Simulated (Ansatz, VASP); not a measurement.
**One calculation of Ti, two programs**

The input INCAR:

```
ALGO = Normal
EDIFF = 1E-6
ENCUT = 520
GGA = PS
ISIF = 2
ISMEAR = -1
LASPH = T
LCHARG = F
LREAL = F
LWAVE = F
NBANDS = 12
NELM = 100
PREC = Accurate
SIGMA = 0.05
```

KPOINTS

```
k-points
0
Gamma
  10 10 10
```

POSCAR

```
Ti
1.0
    0.0000000000      2.0300000000      1.9488000000
    2.0300000000      0.0000000000      1.9488000000
    2.0300000000      2.0300000000      0.0000000000
Ti
1
Direct
    0.0000000000      0.0000000000      0.0000000000
```

Contents of input.yaml:

```yaml
crystal:
  lattice:
    - [0.0, 2.03, 1.9488]
    - [2.03, 0.0, 1.9488]
    - [2.03, 2.03, 0.0]
  atoms:
    - { symbol: Ti, position: [0.0, 0.0, 0.0] }
hamiltonian:
  xc: pbesol
  pseudopotentials: { kind: paw }
kpoints:
  mp_grid: { grid: [10, 10, 10] }
  band_path:
    path:
      - [[0.0, 0.0, 0.0], [0.0, 0.5, 0.5], [0.2712673611, 0.5, 0.7712673611], [0.3856336806, 0.3856336806, 0.7712673611], [0.0, 0.0, 0.0], [-0.5, -0.5, 0.0], [-0.3856336806, -0.3856336806, 0.2287326389], [0.0, 0.0, 0.5], [-0.25, 0.25, 0.5], [-0.5, -0.2712673611, 0.2287326389], [-0.5, -0.5, 0.0]]
      - [[0.0, 0.5, 0.5], [-0.25, 0.25, 0.5]]
    npoints: 14
scf:
  occupations: { method: fermi_dirac, width: 0.05 }
  n_extra_bands: 6
output:
  forces: true
  stress: true
  eigenvalues: true
  fatbands: true
```

Alike in both runs: functional PBEsol; k mesh 10 × 10 × 10; occupations fermi-dirac, width 0.05 eV; no spin polarisation.

|  | VASP | Ansatz |
| --- | --- | --- |
| version | VASP 6.6.1 | Ansatz 0.2.0 |
| potentials or method | VASP PAW PBE potentials, release 64 (Ti_sv) | Ansatz PAW |
| plane-wave cutoff (eV) | 520 | 420 |
| valence electrons in the cell | 12 | 12 |
| task | single point | band structure |

```csv
,VASP,Ansatz,Ansatz less VASP
gap on the k mesh at the Fermi level (eV),none,none,-
pressure (GPa),4.2,4.5,+0.32
"traceless stress, the component that is largest in VASP (GPa)",1.16,1.14,-0.015
```

VASP's potentials were made for PBE, not for PBEsol. A gap of «none» marks a metal or a gap that the smearing closes.
